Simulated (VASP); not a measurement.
Runs of VASP 6.6.1 on InSe. The structure is that of space group R3m (No. 160), or close to it. The cells are those of the table. 

| task | cell | gap on the mesh (eV) | pressure (GPa) | largest force (eV/Å) |
| --- | --- | --- | --- | --- |
| single point | a = 8.689 Å, angles 26.8°, 4 atoms | 0.69 | 1.8 | 0.15 |
| single point | a = 8.792 Å, angles 26.3°, 4 atoms | 0.76 | 1.9 | 0.31 |
| single point | a = 8.613 Å, angles 26.0°, 4 atoms | 1.02 | 7.1 | 0.81 |
| single point | a = 8.602 Å, angles 26.8°, 4 atoms | 0.76 | 3.5 | 0.27 |
| electric field gradients | a = 8.602 Å, angles 26.8°, 4 atoms | 0.76 | 3.5 | 0.27 |
| electric field gradients | a = 8.644 Å, angles 27.3°, 4 atoms | (b) | (a) | 0.10 |
| single point | a = 8.551 Å, angles 27.1°, 4 atoms | 0.72 | 3.5 | 0.26 |
| electric field gradients | a = 8.792 Å, angles 26.3°, 4 atoms | 0.76 | 1.9 | 0.31 |

Alike in all rows: level PBE; potentials or basis VASP PAW PBE potentials, release 64 (In_d, Se); no spin polarisation; k mesh 7 × 7 × 7; cutoff (eV) 520; smearing fermi-dirac 0.01 eV.

Q: Fill in the values left out.

A: (a) 0.8; (b) 0.59.

Caveats: spin-orbit coupling is left out, which moves the levels of the heavy elements; an odd mesh through Γ misses points on the zone boundary, where band edges can lie; the cell stands under pressure (at least some runs).

A k mesh can miss the band edges, and the runs leave out spin-orbit coupling on In, Se.
